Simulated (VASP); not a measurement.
**AlN: single point with r2SCAN**

Crystal: AlN.

```
CELL_PARAMETERS angstrom
3.10667 0.00000 0.00000
-1.55333 2.69045 0.00000
0.00000 0.00000 9.95681
ATOMIC_POSITIONS crystal
Al 0.33333 0.66667 0.00085
Al 0.33333 0.66667 0.50085
Al 0.66667 0.33333 0.25085
Al 0.66667 0.33333 0.75085
N 0.33333 0.66667 0.19165
N 0.33333 0.66667 0.69165
N 0.66667 0.33333 0.44165
N 0.66667 0.33333 0.94165
```

| Property | Result |
| --- | --- |
| Program | VASP 6.6.1 |
| Task | single point |
| Functional | r2SCAN |
| Potentials or basis | VASP PAW PBE potentials, release 64 (Al, N) |
| Cutoff | 520 eV |
| k mesh | 12 × 12 × 2 |
| Occupations | gaussian, width 0.05 eV |
| Spin | no spin polarisation |

```
Pressure               : -0.4 GPa
Band gap on the k mesh : 4.92 eV
```

Levels at points of the mesh, in eV from the valence-band top:
```csv
k point,band 14,band 15,band 16,band 17,band 18,band 19
"(0.00, 0.00, 0.00)",-0.22,-0.22,0.00,4.92,7.26,7.26
"(0.50, 0.00, 0.00)",-1.39,-1.39,-0.71,6.00,6.00,6.45
"(0.00, 0.00, 0.50)",-0.33,-0.33,-0.33,5.89,5.89,7.64
"(0.50, 0.00, 0.50)",-1.22,-0.96,-0.96,5.73,5.73,6.63
```

Wall time 3 min on 1 thread of Intel(R) Xeon(R) Platinum 8375C CPU @ 2.90GHz (Ice Lake) (shared host), peak memory 0.23 GiB.

Caveat: the PAW data sets were made with another functional, which shifts forces and pressure a little. r2SCAN opens gaps a little over a GGA but as a rule still falls short of measured ones.
